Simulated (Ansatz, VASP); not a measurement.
# Two plane-wave programs on CaO

```xyz
2
Lattice="2.8170 0.0000 0.0000 0.0000 2.9032 0.0000 0.0000 0.0000 2.9032" Properties=species:S:1:pos:R:3 pbc="T T T"
Ca    0.0000    0.0000    0.0000
O     1.4085    1.4516    1.4516
```

Change from the starting cell: uniaxial_x strain -3.0%.

Alike in both runs: task single point; functional HSE06; k mesh 6 × 6 × 6; no spin polarisation.

|  | VASP | Ansatz |
| --- | --- | --- |
| version | VASP 6.6.1 | Ansatz 0.2.0 |
| potentials or method | VASP PAW PBE potentials, release 64 (Ca_sv, O) | plane waves, PAW |
| plane-wave cutoff (eV) | 520 | 420 |
| occupations | gaussian, width 0.01 eV | fixed |
| valence electrons in the cell | 16 | 16 |

Ansatz gave:

| Quantity | Value |
| --- | --- |
| gap on the k mesh at the Fermi level (eV) | 4.29 |
| pressure (GPa) | 4.3 |
| traceless stress, the component that is largest in VASP (GPa) | 8.60 |

Question: Which values does VASP return?

Answer: gap on the k mesh at the Fermi level (eV): 4.28; pressure (GPa): 5.3; traceless stress, the component that is largest in VASP (GPa): 8.61.

Ansatz's warnings: stress exchange threshold loose, stress scf threshold loose.
